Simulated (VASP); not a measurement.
A run of VASP 6.6.1 is set up as follows.

The input INCAR:

```
PREC     = Accurate       # precision mode
ENCUT    = 520            # plane-wave cutoff, eV
EDIFF    = 1E-6           # SCF threshold, eV
ISMEAR   = -1             # smearing method
SIGMA    = 0.05           # smearing width, eV
LREAL    = F              # projectors in reciprocal space
LASPH    = T              # aspherical terms in the spheres
NELM     = 80             # most SCF steps
ALGO     = Normal         # electronic algorithm
ISIF     = 2              # what is computed and relaxed
LWAVE    = F              # write WAVECAR
LCHARG   = F              # write CHGCAR
GGA      = CA             # functional
NBANDS   = 10             # bands
```

File KPOINTS:

```
regular mesh
0
Gamma
  5 5 5
```

Contents of POSCAR:

```
I
1.0
    0.0000000000      2.3656004428      3.9098401324
    2.1922454667      0.0000000000      3.9098401324
    2.1922454667      2.3656004428      0.0000000000
I
1
Direct
    0.0000000000      0.0000000000      0.0000000000
```

Potentials or basis: VASP PAW LDA potentials, release 64 (I).

Launch:

```bash
$ cat potpaw_LDA.64/I/POTCAR > POTCAR
$ mpirun -np 1 vasp_std > vasp.out
```

**Question.** What does it give for the pressure?

**Answer.** -2.3 GPa.

**Question.** Estimate the band gap on the k mesh.

**Answer.** Zero (an odd number of electrons rules out a gap without spin polarisation).

Stress tensor (GPa, compression positive):
```
-3.38  0.00  0.00
 0.00 -2.50  0.00
 0.00  0.00 -1.09
```

Caveat: the k points lie up to 0.42 Å⁻¹ apart, too coarse for converged energies and pressures of a metal; spin-orbit coupling is left out, which moves the levels of the heavy elements; an odd number of electrons without spin polarisation forces a metal; a magnetic or distorted state may lie lower.
